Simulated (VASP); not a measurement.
Write the native input for VASP 6.6.1 that does the following.

| Quantity | Value |
| --- | --- |
| Task | single point |
| Functional | r2SCAN |
| Potentials or basis | VASP PAW PBE potentials, release 64 (Au) |
| Cutoff | 550 eV |
| k mesh | 8 × 8 × 8 |
| Occupations | fermi-dirac, width 0.1 eV |
| Spin | no spin polarisation |
| Dipole correction | no |
| Further INCAR settings | ALGO = Normal; EDIFF = 1e-06; NBANDS = 12 |

Crystal: Au.

```
Au
1.0
    -1.65727    1.65727    1.65727
     1.65727   -1.65727    1.65727
     1.65727    1.65727   -1.65727
Au
1
Direct
  0.00000 0.00000 0.00000
```

These files were run (other wordings do the same):

POSCAR

```
Au
1.0
   -1.6572700000      1.6572700000      1.6572700000
    1.6572700000     -1.6572700000      1.6572700000
    1.6572700000      1.6572700000     -1.6572700000
Au
1
Direct
    0.0000000000      0.0000000000      0.0000000000
```

INCAR.step1

```
SYSTEM = Au
  ALGO = Normal
  EDIFF = 1E-5
  ENCUT = 550
  GGA = PE
  GGA_COMPAT = .False.
  ISMEAR = -1
  LASPH = .True.
  LCHARG = .False.
  LREAL = .False.
  LWAVE = .True.
  NBANDS = 12
  NELM = 120
  PREC = Accurate
  SIGMA = 0.1
```

INCAR.step2

```
SYSTEM = Au
  ALGO = Normal
  EDIFF = 1E-6
  ENCUT = 550
  GGA_COMPAT = .False.
  ISIF = 2
  ISMEAR = -1
  ISTART = 1
  LASPH = .True.
  LCHARG = .True.
  LELF = .True.
  LMIXTAU = .True.
  LREAL = .False.
  LVHAR = .True.
  LWAVE = .False.
  METAGGA = R2SCAN
  NBANDS = 12
  NELM = 120
  PREC = Accurate
  SIGMA = 0.1
```

KPOINTS

```
k-points
0
Gamma
  8 8 8
  0 0 0
```

Potentials or basis: VASP PAW PBE potentials, release 64 (Au).

Launch:

```bash
$ cat potpaw_PBE.64/Au/POTCAR > POTCAR
$ cp INCAR.step1 INCAR
$ mpirun -np 1 vasp_std > vasp.out
$ cp INCAR.step2 INCAR
$ mpirun -np 1 vasp_std > vasp.out
```

Results of the run:

| Quantity | Value |
| --- | --- |
| Pressure | -4.5 GPa |

Caveat: the PAW data sets were made with another functional, which shifts forces and pressure a little.

It took 28 s on 1 thread of Intel(R) Xeon(R) Platinum 8488C (Sapphire Rapids) (shared host), peak memory 0.14 GiB.
